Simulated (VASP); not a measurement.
# Sb in VASP: notebook

The runs below take Sb through single point, relaxation of cell and atoms, with PBE.

Program: VASP 6.6.1. These are calculated values, not measurements. Logs are shortened: lines on timing, memory, paths and dates and some standing lists are left out, and cuts for length are marked.

### Step 1. The cell of the first run

The typed cell holds 1 atom: a = 3.109 Å, b = 3.109 Å, c = 3.110 Å, α = 90.00°, β = 90.00°, γ = 90.00°.

### Step 2. Single point, PBE

INCAR reads:

```
SYSTEM = Sb
PREC = Accurate
ENCUT = 520
EDIFF = 1E-7
ISMEAR = 0
SIGMA = 0.1
LREAL = .False.
LASPH = .True.
NELM = 100
ALGO = Normal
ISIF = 2
LWAVE = .False.
LCHARG = .False.
GGA = PE
NBANDS = 8
```

KPOINTS reads:

```
Automatic mesh
0
Gamma
  18 18 18
  0 0 0
```

POSCAR reads:

```
Sb
1.0
    3.1094634547      0.0000000000      0.0000000000
    0.0000000000      3.1094634547      0.0000000000
    0.0000000000      0.0000000000      3.1097041240
Sb
1
Direct
    0.5000000000      0.5000000000      0.5000000000
```

Potentials or basis: VASP PAW PBE potentials, release 64 (Sb).

On the command line:

```
$ cat potpaw_PBE.64/Sb/POTCAR > POTCAR
$ mpirun -np 1 vasp_std > vasp.out
```

OUTCAR:

```text
SYSTEM = Sb
   PREC = Accurate
   ENCUT = 520
   EDIFF = 1E-7
   ISMEAR = 0
   LREAL = .False.
   LASPH = .True.
   NELM = 100
   ISIF = 2
   GGA = PE

 ion  position               nearest neighbor table
   1  0.500  0.500  0.500-

  LATTYP: Found a simple tetragonal cell.
 ALAT       =     3.1094634547
 C/A-ratio  =     1.0000773990

  Lattice vectors:

 A1 = (   3.1094634547,   0.0000000000,   0.0000000000)
 A2 = (   0.0000000000,   3.1094634547,   0.0000000000)
 A3 = (   0.0000000000,   0.0000000000,   3.1097041240)

Analysis of symmetry for initial positions (statically):
=====================================================================
 Subroutine PRICEL returns:
 Original cell was already a primitive cell.

 Routine SETGRP: Setting up the symmetry group for a
 simple tetragonal supercell.

 Subroutine GETGRP returns: Found 16 space group operations
 (whereof 16 operations were pure point group operations)
 out of a pool of 16 trial point group operations.

The static configuration has the point symmetry D_4h.

Analysis of symmetry for dynamics (positions and initial velocities):
=====================================================================
 Subroutine PRICEL returns:
 Original cell was already a primitive cell.

 Routine SETGRP: Setting up the symmetry group for a
 simple tetragonal supercell.

 Subroutine GETGRP returns: Found 16 space group operations
 (whereof 16 operations were pure point group operations)
 out of a pool of 16 trial point group operations.

The dynamic configuration has the point symmetry D_4h.

 Subroutine INISYM returns: Found 16 space group operations
 (whereof 16 operations are pure point group operations),
 and found     1 'primitive' translations

----------------------------------------------------------------------------------------

                                     Primitive cell

  volume of cell :      30.0670

  direct lattice vectors                    reciprocal lattice vectors
     3.109463455  0.000000000  0.000000000     0.321598891  0.000000000  0.000000000
     0.000000000  3.109463455  0.000000000     0.000000000  0.321598891  0.000000000
     0.000000000  0.000000000  3.109704124     0.000000000  0.000000000  0.321574002

  length of vectors
     3.109463455  3.109463455  3.109704124     0.321598891  0.321598891  0.321574002

  position of ions in fractional coordinates (direct lattice)
     0.500000000  0.500000000  0.500000000

  ion indices of the primitive-cell ions
   primitive index   ion index
                 1           1

----------------------------------------------------------------------------------------

 KPOINTS: Automatic mesh

Automatic generation of k-mesh.
 Grid dimensions read from file:
 generate k-points for:   18   18   18

 Generating k-lattice:

  Cartesian coordinates                     Fractional coordinates (reciprocal lattice)
     0.017866605  0.000000000  0.000000000     0.055555556  0.000000000  0.000000000
     0.000000000  0.017866605  0.000000000     0.000000000  0.055555556  0.000000000
     0.000000000  0.000000000  0.017865222     0.000000000  0.000000000  0.055555556

  Length of vectors
     0.017866605  0.017866605  0.017865222

  Shift w.r.t. Gamma in fractional coordinates (k-lattice)
     0.000000000  0.000000000  0.000000000

 Subroutine IBZKPT returns following result:
 ===========================================

 Found    550 irreducible k-points:

 Following reciprocal coordinates:
            Coordinates               Weight
  0.000000  0.000000  0.000000      1.000000
  0.055556  0.000000  0.000000      4.000000
  0.111111  0.000000  0.000000      4.000000
  0.166667  0.000000  0.000000      4.000000
  0.222222  0.000000  0.000000      4.000000
  0.277778  0.000000  0.000000      4.000000
[... 16 lines left out ...]
  0.277778  0.111111  0.000000      8.000000
  0.333333  0.111111  0.000000      8.000000
 [... further k-points ...]
   k-points           NKPTS =    550   k-points in BZ     NKDIM =    550   number of bands    NBANDS=      8
   number of dos      NEDOS =    301   number of ions     NIONS =      1
   total plane-waves  NPLWV =  13824
   dimension x,y,z NGX =    24 NGY =   24 NGZ =   24
   dimension x,y,z NGXF=    48 NGYF=   48 NGZF=   48
   ions per type =               1
   NGX,Y,Z   is equivalent  to a cutoff of  12.83, 12.83, 12.83 a.u.
   NGXF,Y,Z  is equivalent  to a cutoff of  25.66, 25.66, 25.66 a.u.
 SYSTEM =  Sb
   PREC   = accura    normal or accurate (medium, high low for compatibility)
   ISTART =      0    job   : 0-new  1-cont  2-samecut
   ICHARG =      2    charge: 1-file 2-atom 10-const
   ISPIN  =      1    spin polarized calculation?
   LNONCOLLINEAR =      F non collinear calculations
   LSORBIT =      F    spin-orbit coupling
   LASPH  =      T    aspherical Exc in radial PAW
   ENCUT  =  520.0 eV  38.22 Ry    6.18 a.u.   5.78  5.78  5.78*2*pi/ulx,y,z
   NELM   =    100;   NELMIN=  2; NELMDL= -5     # of ELM steps
   EDIFF  = 0.1E-06   stopping-criterion for ELM
   LREAL  =      F    real-space projection
   EDIFFG = 0.1E-05   stopping-criterion for IOM
   NSW    =      0    number of steps for IOM
   IBRION =     -1    ionic relax: 0-MD 1-quasi-New 2-CG
   NFREE  =      0    steps in history (QN), initial steepest desc. (CG)
   ISIF   =      2    stress and relaxation
   ISYM   =      2    0-nonsym 1-usesym 2-fastsym
   POTIM  = 0.5000    time-step for ionic-motion
   TEBEG  =    0.0;   TEEND  =   0.0 temperature during run
   PSTRESS=    0.0 pullay stress
   NELECT =       5.0000    total number of electrons
   NUPDOWN=      -1.0000    fix difference up-down
   EMIN   =  10.00;   EMAX   =-10.00  energy-range for DOS
   EFERMI =   0.00;   METHOD = LEGACY
   ISMEAR =     0;   SIGMA  =   0.10  broadening in eV -4-tet -1-fermi 0-gaus
   EFERMI_NEDOS =   21; number of points for ismear=-14 and -15
   IALGO  =     38    algorithm
   IMIX   =      4    mixing-type and parameters
     AMIX     =   0.40;   BMIX     =  1.00
     AMIX_MAG =   1.60;   BMIX_MAG =  1.00
  volume/ion in A,a.u.               =      30.07       202.90
  Fermi-wavevector in a.u.,A,eV,Ry     =   0.900260  1.701246 11.027099  0.810469
  Thomas-Fermi vector in A             =   2.023196
   LORBIT       =      0    0 simple, 1 ext, 2 COOP (PROOUT), +10 PAW based schemes
   GGA     = PE    functional components
   LHFCALC =     F    Hartree Fock is set to
   AEXX    =    0.0000 exact exchange contribution
   IVDW    =     0    specifies the selected vdW correction
   LEPSILON=     F    determine dielectric tensor
   LRPA    =     F    only Hartree local field effects (RPA)
 non-spin polarized calculation
 Gauss-broadening in eV      SIGMA  =   0.10
  energy-cutoff  :      520.00
  volume of cell :       30.07
 maximum number of plane-waves:       840
 NGX is ok and might be reduce to    24
   NGX = 11   NGY = 11   NGZ = 11

 number of electron       4.9999999 magnetization

 Free energy of the ion-electron system (eV)
  ---------------------------------------------------
  ext. energy  EPLUGINS =         0.00000000
  ---------------------------------------------------
  free energy    TOTEN  =        -4.09388792 eV

  energy without entropy =       -4.09147470  energy(sigma->0) =       -4.09268131

 E-fermi :   7.0668     XC(G=0):  -9.5903

 val. band max:        7.0602067608   @ k =   0.1667   0.0000   0.0000
 cond. band min:       7.1010644986   @ k =   0.0556   0.0000   0.1667
 fundamental gap:      0.0408577378
 Fermi energy:         7.0667575025

 k-point     1 :       0.0000    0.0000    0.0000
  band No.  band energies     occupation
      1      -5.2894      2.00000
      2      10.2819      0.00000
      3      10.2841      0.00000
      4      10.2841      0.00000
      5      13.9472      0.00000
      6      13.9482      0.00000
      7      15.2509      0.00000
      8      24.6272      0.00000

 k-point     2 :       0.0556    0.0000    0.0000
  band No.  band energies     occupation
      1      -5.2450      2.00000
      2       9.6724      0.00000
      3      10.3257      0.00000
      4      10.3279      0.00000
      5      13.9828      0.00000
      6      14.3595      0.00000
      7      15.5496      0.00000
      8      24.1672      0.00000

 k-point     3 :       0.1111    0.0000    0.0000
  band No.  band energies     occupation
      1      -5.1124      2.00000
      2       8.4289      0.00000
      3      10.4553      0.00000
      4      10.4574      0.00000
      5      14.0886      0.00000
      6      14.7879      0.00000
      7      16.6564      0.00000
      8      23.2921      0.00000

 k-point     4 :       0.1667    0.0000    0.0000
  band No.  band energies     occupation
      1      -4.8942      2.00000
      2       7.0602      1.07381
      3      10.6643      0.00000
      4      10.6665      0.00000
      5      14.2635      0.00000
      6      15.0661      0.00000
      7      18.2156      0.00000
      8      22.3357      0.00000

 k-point     5 :       0.2222    0.0000    0.0000
  band No.  band energies     occupation
      1      -4.5956      2.00000
      2       5.7191      2.00000
      3      10.9416      0.00000
      4      10.9438      0.00000
      5      14.5052      0.00000
      6      15.3662      0.00000
      7      19.8437      0.00000
      8      21.3868      0.00000

 k-point     6 :       0.2778    0.0000    0.0000
  band No.  band energies     occupation
      1      -4.2271      2.00000
      2       4.4663      2.00000
      3      11.2683      0.00000
      4      11.2705      0.00000
      5      14.8081      0.00000
      6      15.7296      0.00000
      7      20.4912      0.00000
      8      20.4930      0.00000

 k-point     7 :       0.3333    0.0000    0.0000
  band No.  band energies     occupation
      1      -3.8095      2.00000
      2       3.3457      2.00000
      3      11.6152      0.00000
      4      11.6174      0.00000
      5      15.1609      0.00000
      6      16.1667      0.00000
      7      19.6921      0.00000
      8      19.6940      0.00000

 k-point     8 :       0.3889    0.0000    0.0000
  band No.  band energies     occupation
      1      -3.3856      2.00000
      2       2.4125      2.00000
      3      11.9375      0.00000
      4      11.9397      0.00000
      5      15.5363      0.00000
      6      16.6772      0.00000
      7      19.0419      0.00000
      8      19.0438      0.00000

 k-point     9 :       0.4444    0.0000    0.0000
  band No.  band energies     occupation
      1      -3.0394      2.00000
      2       1.7581      2.00000
      3      12.1745      0.00000
      4      12.1767      0.00000
      5      15.8668      0.00000
      6      17.2370      0.00000
      7      18.6066      0.00000
      8      18.6085      0.00000

 k-point    10 :       0.5000    0.0000    0.0000
  band No.  band energies     occupation
      1      -2.8987      2.00000
      2       1.5142      2.00000
      3      12.2631      0.00000
      4      12.2653      0.00000
      5      16.0123      0.00000
      6      17.6147      0.00000
      7      18.4516      0.00000
      8      18.4535      0.00000
[... 78 lines left out ...]
 k-point    18 :       0.4444    0.0556    0.0000
  band No.  band energies     occupation
      1      -2.9944      2.00000
      2       1.8006      2.00000
      3      11.6273      0.00000
      4      12.2195      0.00000
      5      16.1818      0.00000
      6      16.7246      0.00000
      7      18.0936      0.00000
      8      18.6403      0.00000

 k-point    19 :       0.5000    0.0556    0.0000
  band No.  band energies     occupation
      1      -2.8536      2.00000
      2       1.5567      2.00000
      3      11.7250      0.00000
      4      12.3082      0.00000
      5      16.3365      0.00000
      6      16.6791      0.00000
      7      18.1744      0.00000
      8      18.4853      0.00000

 k-point    20 :       0.1111    0.1111    0.0000
  band No.  band energies     occupation
      1      -4.9353      2.00000
      2       8.4937      0.00000
      3       8.7144      0.00000
      4      10.6289      0.00000
      5      14.5495      0.00000
      6      16.2374      0.00000
      7      17.0779      0.00000
      8      21.5208      0.00000

 k-point    21 :       0.1667    0.1111    0.0000
  band No.  band energies     occupation
      1      -4.7170      2.00000
      2       7.2246      0.02559
      3       8.8261      0.00000
      4      10.8384      0.00000
      5      14.7536      0.00000
      6      16.7134      0.00000
      7      18.2748      0.00000
      8      20.5052      0.00000

 k-point    22 :       0.2222    0.1111    0.0000
  band No.  band energies     occupation
      1      -4.4182      2.00000
      2       5.8877      2.00000
      3       9.1049      0.00000
      4      11.1163      0.00000
      5      15.0127      0.00000
      6      16.9199      0.00000
      7      19.0017      0.00000
      8      20.3707      0.00000

 k-point    23 :       0.2778    0.1111    0.0000
  band No.  band energies     occupation
      1      -4.0495      2.00000
      2       4.6360      2.00000
      3       9.4437      0.00000
      4      11.4437      0.00000
      5      15.3323      0.00000
      6      16.9492      0.00000
      7      18.5012      0.00000
      8      20.6197      0.00000

 k-point    24 :       0.3333    0.1111    0.0000
  band No.  band energies     occupation
      1      -3.6315      2.00000
      2       3.5156      2.00000
      3       9.8150      0.00000
      4      11.7914      0.00000
      5      15.6943      0.00000
      6      16.5998      0.00000
      7      18.3517      0.00000
      8      19.8238      0.00000

 [... further k-points ...]

------------------------ aborting loop because EDIFF is reached ----------------------------------------

  FORCE on cell =-STRESS in cart. coord.  units (eV):
  Direction    XX          YY          ZZ          XY          YZ          ZX
  --------------------------------------------------------------------------------------
  -------------------------------------------------------------------------------------
  Total       -0.0045564     -0.0045564     -0.0063233      0.0000000     -0.0000000     -0.0000000
  in kB       -0.2427988     -0.2427988     -0.3369480      0.0000000     -0.0000000     -0.0000000
  external PRESSURE =      -0.2741819 kB  Pullay stress =       0.0000000 kB

 VOLUME and BASIS-vectors are now :
 -----------------------------------------------------------------------------
  energy-cutoff  :      520.00
  volume of cell :       30.07
      direct lattice vectors                 reciprocal lattice vectors
     3.109463455  0.000000000  0.000000000     0.321598891  0.000000000  0.000000000
     0.000000000  3.109463455  0.000000000     0.000000000  0.321598891  0.000000000
     0.000000000  0.000000000  3.109704124     0.000000000  0.000000000  0.321574002

 POSITION                                       TOTAL-FORCE (eV/Angst)
 -----------------------------------------------------------------------------------
      1.55473      1.55473      1.55485         0.000000      0.000000      0.000000
 -----------------------------------------------------------------------------------
    total drift:                               -0.000000     -0.000000     -0.000000

  FREE ENERGIE OF THE ION-ELECTRON SYSTEM (eV)
  ---------------------------------------------------
  free  energy   TOTEN  =        -4.0938879230 eV

  energy  without entropy=       -4.0914746981  energy(sigma->0) =       -4.09268131
```

It took 3 min on 1 thread of AMD EPYC 7R13, shared host; peak memory 0.22 GiB.

What came out:

- Free energy: -4.0939 eV
- Pressure: 0.0 GPa

Levels at points of the mesh, in eV from the Fermi level:
```csv
k point,band 1,band 2,band 3,band 4,band 5,band 6
"(0.00, 0.00, 0.00)",-12.36,3.22,3.22,3.22,6.88,6.88
"(0.50, 0.00, 0.00)",-9.97,-5.55,5.20,5.20,8.95,10.55
"(0.50, 0.50, 0.00)",-7.43,-3.53,-3.53,2.18,7.21,12.74
"(0.00, 0.00, 0.50)",-9.97,-5.55,5.20,5.20,8.95,10.55
"(0.50, 0.00, 0.50)",-7.43,-3.53,-3.53,2.18,7.21,12.74
"(0.50, 0.50, 0.50)",-4.61,-1.63,-1.63,-1.63,4.81,4.81
```

Caveat: spin-orbit coupling is left out, which moves the levels of the heavy elements.

### Step 3. Relaxation of cell and atoms, PBE

This run uses another cell than the first one, of 30.49 Å³/atom, 1.014 times its volume.

INCAR reads:

```
PREC = Accurate ; ENCUT = 600
EDIFF = 1E-6 ; ISMEAR = 0
SIGMA = 0.1 ; LREAL = False
LASPH = True ; NELM = 100
ALGO = Normal ; ISIF = 3
LWAVE = False ; LCHARG = False
GGA = PE ; IBRION = 2
NSW = 100 ; EDIFFG = -0.01
```

KPOINTS reads:

```
regular mesh
0
Gamma
  18 18 18
```

POSCAR reads:

```
Sb
1.0
    3.0934049367      0.0000000000      0.0000000000
    0.0000000000      3.0934049367      0.0000000000
    0.0000000000      0.0000000000      3.1868007093
Sb
1
Direct
    0.5000000000      0.5000000000      0.5000000000
```

Potentials or basis: VASP PAW PBE potentials, release 64 (Sb).

On the command line:

```
$ cat potpaw_PBE.64/Sb/POTCAR > POTCAR
$ mpirun -np 1 vasp_std > vasp.out
```

Wall time 8.9 min (1 thread of AMD EPYC 7R13, shared host); peak memory 0.25 GiB.

It converged, with:

```yaml
Free_energy: -4.0939 eV
Relaxed_volume: 30.04 Å³/atom
Relaxed_cell: a = 3.109 Å, b = 3.109 Å, c = 3.108 Å, α = 90.00°, β = 90.00°, γ = 90.00°
Space_group_after_relaxing_to_0.05_Å: Pm-3m (No. 221)
Energy_gained_by_relaxing: 7.1 meV/atom
Ionic_steps: 5
Pressure_after_relaxing: 0.0 GPa
```

The path:
```
step  energy change (eV)  largest force (eV/Å)  pressure (GPa)  volume (Å³)
   1              0.0000                0.0000           -0.75        30.49
   2             -0.0069                0.0000            0.37        29.86
   3             -0.0069                0.0000            0.30        29.89
   4             -0.0071                0.0000           -0.11        30.11
   5             -0.0071                0.0000            0.01        30.04
```

Final structure:
```cif
data_structure
_symmetry_space_group_name_H-M 'P 1'
_symmetry_Int_Tables_number 1
_cell_length_a 3.1089
_cell_length_b 3.1089
_cell_length_c 3.1085
_cell_angle_alpha 90.000
_cell_angle_beta 90.000
_cell_angle_gamma 90.000
_cell_volume 30.04
loop_
_atom_site_label
_atom_site_type_symbol
_atom_site_fract_x
_atom_site_fract_y
_atom_site_fract_z
_atom_site_occupancy
Sb1 Sb 0.50000 0.50000 0.50000 1
```

Levels at points of the mesh, in eV from the Fermi level:
| k point | band 1 | band 2 | band 3 | band 4 | band 5 | band 6 |
| --- | --- | --- | --- | --- | --- | --- |
| (0.00, 0.00, 0.00) | -12.36 | 3.22 | 3.22 | 3.22 | 6.88 | 6.88 |
| (0.50, 0.00, 0.00) | -9.97 | -5.56 | 5.20 | 5.20 | 8.95 | 10.55 |
| (0.50, 0.50, 0.00) | -7.43 | -3.53 | -3.53 | 2.18 | 7.22 | 12.75 |
| (0.00, 0.00, 0.50) | -9.97 | -5.56 | 5.20 | 5.20 | 8.95 | 10.55 |
| (0.50, 0.00, 0.50) | -7.43 | -3.53 | -3.53 | 2.18 | 7.22 | 12.75 |
| (0.50, 0.50, 0.50) | -4.60 | -1.64 | -1.63 | -1.63 | 4.81 | 4.81 |

Caveat: spin-orbit coupling is left out, which moves the levels of the heavy elements.
